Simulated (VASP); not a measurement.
## Pb: single point with r2SCAN

Crystal: Pb.

```
Pb
1.0
     0.00000    2.49464    2.49464
     2.49464    0.00000    2.49464
     2.49464    2.49464    0.00000
Pb
1
Direct
  0.00000 0.00000 0.00000
```

* Program: VASP 6.6.1
* Task: single point
* Functional: r2SCAN
* Potentials or basis: VASP PAW PBE potentials, release 64 (Pb_d)
* Cutoff: 520 eV
* k mesh: 11 × 11 × 11
* Occupations: methfessel-paxton, width 0.01 eV
* Spin: no spin polarisation

```yaml
Pressure: 0.0 GPa
Band_gap_on_the_k_mesh: zero (band 7 reaches 14.50 eV, above the bottom of band 8 at 5.53 eV)
```

Levels at points of the mesh, in eV from the Fermi level:
```csv
k point,band 5,band 6,band 7,band 8,band 9,band 10
"(0.00, 0.00, 0.00)",-17.61,-12.17,7.50,7.50,7.50,10.36
```

Run time: 63 s on 1 thread of Intel(R) Xeon(R) Platinum 8488C (Sapphire Rapids), with other jobs on the host, peak memory 0.17 GiB.

Caveat: the PAW data sets were made with another functional, which shifts forces and pressure a little; spin-orbit coupling is left out, which moves the levels of the heavy elements.
